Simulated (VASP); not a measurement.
Ta: single point with PBE

Crystal: Ta.

```
CELL_PARAMETERS angstrom
0.00000 2.11151 2.11151
2.11151 0.00000 2.11151
2.11151 2.11151 0.00000
ATOMIC_POSITIONS crystal
Ta 0.00000 0.00000 0.00000
```

This isn't the form of Ta at room conditions, which is bcc.

- Program: VASP 6.6.1
- Task: single point
- Functional: PBE
- Potentials or basis: VASP PAW PBE potentials, release 64 (Ta_pv)
- Cutoff: 520 eV
- k mesh: 18 × 18 × 18
- Occupations: gaussian, width 0.1 eV
- Spin: no spin polarisation

```
Pressure               : 0.0 GPa
Band gap on the k mesh : zero (an odd number of electrons rules out a gap without spin polarisation)
```

Levels at points of the mesh, in eV from the Fermi level:
```csv
k point,band 1,band 2,band 3,band 4,band 5,band 6,band 7,band 8,band 9,band 10
"(0.00, 0.00, 0.00)",-33.64,-33.64,-33.64,-8.12,0.44,0.44,0.44,3.43,3.43,12.45
"(0.50, 0.00, 0.00)",-34.65,-33.78,-33.78,-4.61,0.22,0.22,0.66,5.75,5.75,9.96
"(0.50, 0.50, 0.00)",-34.58,-34.00,-34.00,-4.38,-3.33,2.87,5.74,6.44,6.44,11.04
```

Run time: 25 s on 1 thread of Intel(R) Xeon(R) Platinum 8259CL CPU @ 2.50GHz (Skylake/Cascade Lake), with other jobs on the host, peak memory 0.17 GiB.

Caveat: spin-orbit coupling is left out, which moves the levels of the heavy elements.
